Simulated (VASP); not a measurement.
BN (BN (F-43m)):

```
CELL_PARAMETERS angstrom
-3.62411 3.62411 -3.62411
3.62411 3.62411 3.62411
3.62411 -3.62411 -3.62411
ATOMIC_POSITIONS crystal
B 0.00000 0.00000 0.00000
B 0.00000 0.25000 0.75000
B 0.00000 0.50000 0.50000
B 0.00000 0.75000 0.25000
B 0.25000 0.00000 0.75000
B 0.25000 0.25000 0.50000
B 0.25000 0.50000 0.25000
B 0.25000 0.75000 0.00000
B 0.50000 0.00000 0.50000
B 0.50000 0.25000 0.25000
B 0.50000 0.50000 0.00000
B 0.50000 0.75000 0.75000
B 0.75000 0.00000 0.25000
B 0.75000 0.25000 0.00000
B 0.75000 0.50000 0.75000
B 0.75000 0.75000 0.50000
N 0.00000 0.00000 0.25000
N 0.00000 0.25000 0.00000
N 0.00000 0.50000 0.75000
N 0.00000 0.75000 0.50000
N 0.25000 0.00000 0.00000
N 0.25000 0.25000 0.75000
N 0.25000 0.50000 0.50000
N 0.25000 0.75000 0.25000
N 0.50000 0.00000 0.75000
N 0.50000 0.25000 0.50000
N 0.50000 0.50000 0.25000
N 0.50000 0.75000 0.00000
N 0.75000 0.00000 0.50000
N 0.75000 0.25000 0.25000
N 0.75000 0.50000 0.00000
N 0.75000 0.75000 0.75000
```

Program: VASP 6.6.1. Alike in all runs: task single point; potentials or basis VASP PAW PBE potentials, release 64 (B, N); no spin polarisation; cell as given; cutoff (eV) 520; smearing fermi-dirac 0.01 eV.

Task: Order these runs on this cell by their band gap on the k mesh, lowest first.
A. level PBE; k mesh 1 × 1 × 1, shifted
B. level HSE06; k mesh 1 × 1 × 1, shifted; grid for exact exchange (PRECFOCK) Fast; screening parameter 0.2079 1/Å
C. level PBE; k mesh 2 × 2 × 2, shifted

Result: C (6.29 eV), A (8.62 eV), B (10.28 eV).

Caveats: all runs use coarse meshes.

A k mesh can miss the band edges, odd and even meshes differently.
